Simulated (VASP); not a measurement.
Runs of VASP 6.6.1 on Rh. The structure is that of space group P6_3/mmc (No. 194), or close to it. The cells are those of the table. 

| task | cell | k mesh | cutoff (eV) | smearing | gap on the mesh (eV) | pressure (GPa) |
| --- | --- | --- | --- | --- | --- | --- |
| single point | a = 2.675, b = 2.675, c = 8.727 Å, angles 90.0, 90.0, 120.0°, 4 atoms | 18 × 18 × 6 | 520 | gaussian 0.1 eV | none | (a) |
| single point | a = 2.692, b = 2.692, c = 8.798 Å, angles 90.0, 90.0, 120.0°, 4 atoms | 6 × 6 × 2 | 520 | gaussian 0.1 eV | none | -5.1 |
| relaxation of shape and atoms at fixed volume | relaxed from a = 2.728, b = 2.728, c = 8.898 Å, angles 90.0, 90.0, 120.0°, 4 atoms | 18 × 18 × 6 | 500 | gaussian 0.1 eV | none | -14.7 |
| single point | a = 2.675, b = 2.675, c = 8.727 Å, angles 90.0, 90.0, 120.0°, 4 atoms | 24 × 24 × 6 | 520 | gaussian 0.15 eV | none | 0.0 |
| relaxation of shape and atoms at fixed volume | relaxed from a = 2.702, b = 2.702, c = 8.814 Å, angles 90.0, 90.0, 120.0°, 4 atoms | 18 × 18 × 6 | 500 | gaussian 0.1 eV | none | -8.1 |
| single point | a = 2.756, b = 2.756, c = 8.563 Å, angles 90.0, 90.0, 120.0°, 4 atoms | 24 × 24 × 6 | 520 | gaussian 0.1 eV | none | -9.9 |
| single point | a = 2.664, b = 2.664, c = 8.685 Å, angles 90.0, 90.0, 120.0°, 4 atoms | 18 × 18 × 6 | 520 | fermi-dirac 0.15 eV | none | 5.0 |
| single point | a = 2.756, b = 2.756, c = 8.570 Å, angles 90.0, 90.0, 120.0°, 4 atoms | 24 × 24 × 6 | 520 | gaussian 0.1 eV | none | (b) |
| relaxation of cell and atoms | relaxed to 30 GPa from a = 2.601, b = 2.601, c = 8.485 Å, angles 90.0, 90.0, 120.0°, 4 atoms | 18 × 18 × 6 | 600 | gaussian 0.1 eV | none | 30.0 |

Alike in all rows: level PBEsol; potentials or basis VASP PAW PBE potentials, release 64 (Rh_pv); no spin polarisation.

Estimate the missing entries.

(a) -0.1; (b) -10.1.

Caveats: some runs use coarse meshes; the PAW data sets were made with another functional, which shifts forces and pressure a little; the relaxation stopped at its first step, so nothing moved (some runs); the cell is relaxed towards a set pressure, so the enthalpy falls and the energy may rise (some runs).

A k mesh can miss the band edges, and the runs leave out spin-orbit coupling on Rh.

A gap of «none» marks levels without a gap at the run's occupations.
